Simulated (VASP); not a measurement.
**BP (l): single point with LDA**

The system is BP (l).

```
B P
1.0
     0.00000    2.26607    2.26607
     2.26607    0.00000    2.26607
     2.26607    2.26607    0.00000
B P
1 1
Cartesian
  0.0000 0.0000 0.0000
  1.1330 1.1330 1.1330
```

```yaml
Program: VASP 6.6.1
Task: single point
Functional: LDA
Potentials_or_basis: VASP PAW LDA potentials, release 64 (B, P)
Cutoff: 500 eV
k_mesh: 8 × 8 × 8
Occupations: gaussian, width 0.1 eV
Spin: no spin polarisation
```

- Pressure: -4.7 GPa
- Band gap on the k mesh: 1.21 eV, indirect (least direct gap 3.38 eV)

Levels at points of the mesh, in eV from the valence-band top:
| k point | band 1 | band 2 | band 3 | band 4 | band 5 | band 6 | band 7 | band 8 |
| --- | --- | --- | --- | --- | --- | --- | --- | --- |
| (0.00, 0.00, 0.00) | -15.42 | 0.00 | 0.00 | 0.00 | 3.38 | 3.38 | 3.38 | 7.43 |
| (0.50, 0.00, 0.00) | -12.08 | -9.04 | -1.75 | -1.75 | 3.80 | 4.68 | 4.68 | 9.93 |
| (0.50, 0.50, 0.00) | -10.57 | -8.51 | -4.12 | -4.12 | 1.29 | 1.55 | 12.03 | 12.03 |

Run time: 2.3 s on 1 thread of Intel(R) Xeon(R) 6975P-C (Granite Rapids) (shared host), peak memory 0.12 GiB.

A k mesh can miss the band edges. LDA gaps usually lie below the measured ones, often by a third to a half.
